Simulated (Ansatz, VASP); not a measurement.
# Cu in VASP and in Ansatz

```
Cu
1.0
     3.51796    0.00000    0.00000
     0.00000    2.48758    0.00000
     0.00000    0.00000   28.43788
Cu
11
Direct
  0.00000 0.00000 0.28478
  0.50000 0.50000 0.32404
  0.00000 0.00000 0.36953
  0.50000 0.50000 0.41250
  0.00000 0.00000 0.45645
  0.50000 0.50000 0.50000
  0.00000 0.00000 0.54355
  0.50000 0.50000 0.58750
  0.00000 0.00000 0.63047
  0.50000 0.50000 0.67596
  0.00000 0.00000 0.71522
```

Alike in both runs: functional LDA; k mesh 9 × 13 × 1; no spin polarisation.

Ansatz relaxed the structure, and its values are those at the end. VASP's run is a single point on that final structure, the one shown.

```csv
,VASP,Ansatz
version,VASP 6.6.1,Ansatz 0.2.0
potentials or method,"VASP PAW LDA potentials, release 64 (Cu)","plane-wave PAW, scalar-relativistic"
plane-wave cutoff (eV),520,420
occupations,"methfessel-paxton of order 1, width 0.1 eV","cold, width 0.1 eV"
valence electrons in the cell,121,209
```

|  | VASP | Ansatz | Ansatz less VASP |
| --- | --- | --- | --- |
| rms of the force components (eV/Å) | 0.012 | 0.000 | -0.0123 |

Ansatz warns that its potentials were made for another functional, while VASP's fit it. LDA's correlation is that of Perdew and Zunger in VASP and of Perdew and Wang (1992) in Ansatz. VASP's potentials hold 121 valence electrons a cell and Ansatz's 209, so a difference there can come from the potentials and not from the codes.
